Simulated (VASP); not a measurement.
The system is WS2, a slab with vacuum.

```
W S
1.0
     3.18312    0.00000    0.00000
    -1.59156    2.75666    0.00000
     0.00000    0.00000   35.18056
W S
4 8
Direct
  0.33333 0.66667 0.59232
  0.33333 0.66667 0.22340
  0.66667 0.33333 0.77660
  0.66667 0.33333 0.40768
  0.33333 0.66667 0.82115
  0.33333 0.66667 0.45202
  0.66667 0.33333 0.63662
  0.66667 0.33333 0.26774
  0.33333 0.66667 0.73226
  0.33333 0.66667 0.36338
  0.66667 0.33333 0.54798
  0.66667 0.33333 0.17885
```

Base run:

* Program: VASP 6.6.1
* Functional: RPBE
* Potentials or basis: VASP PAW PBE potentials, release 64 (W_sv, S)
* Cutoff: 520 eV
* k mesh: 10 × 10 × 1
* Occupations: fermi-dirac, width 0.05 eV
* Spin: no spin polarisation

Its results: band gap on the k mesh 1.49 eV (least direct gap 2.11 eV); largest force 0.324 eV/Å.

Q: The run is repeated on the same cell with these changes: functional from RPBE to LDA; potentials or basis from VASP PAW PBE potentials, release 64 (W_sv, S) to VASP PAW LDA potentials, release 64 (W_sv, S). What comes out?

A: Band gap on the k mesh 1.36 eV (least direct gap 2.09 eV); largest force 0.494 eV/Å.

Caveats: spin-orbit coupling is left out, which moves the levels of the heavy elements; the PAW data sets were made with another functional, which shifts forces and pressure a little (at least some runs).

A k mesh can miss the band edges.
